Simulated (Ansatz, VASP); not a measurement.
## One calculation of HfO2, two programs

```
Hf O
1.0
     0.00000    2.36608    2.36608
     2.36608    0.00000    2.36608
     2.36608    2.36608    0.00000
Hf O
1 2
Cartesian
  0.0000 0.0000 0.0000
  1.1830 1.1830 1.1830
  3.5491 3.5491 3.5491
```

Alike in both runs: task single point; functional PBE; k mesh 8 × 8 × 8; occupations gaussian, width 0.05 eV; no spin polarisation.

```csv
,VASP,Ansatz
version,VASP 6.6.1,Ansatz 0.2.0
potentials or method,"VASP PAW PBE potentials, release 64 (Hf_pv, O), cutoff 520 eV","scalar-relativistic, plane waves, PAW"
valence electrons in the cell,22,38
```

VASP gave:

```
gap on the k mesh at the Fermi level (eV) : 4.31
least direct gap on the mesh (eV)         : 4.35
```

**Question.** Estimate Ansatz's values.

**Answer.** gap on the k mesh at the Fermi level (eV): 4.23; least direct gap on the mesh (eV): 4.26.

VASP's potentials hold 22 valence electrons a cell and Ansatz's 38, so a difference there can come from the potentials and not from the codes.

Neither program's run includes spin-orbit coupling.
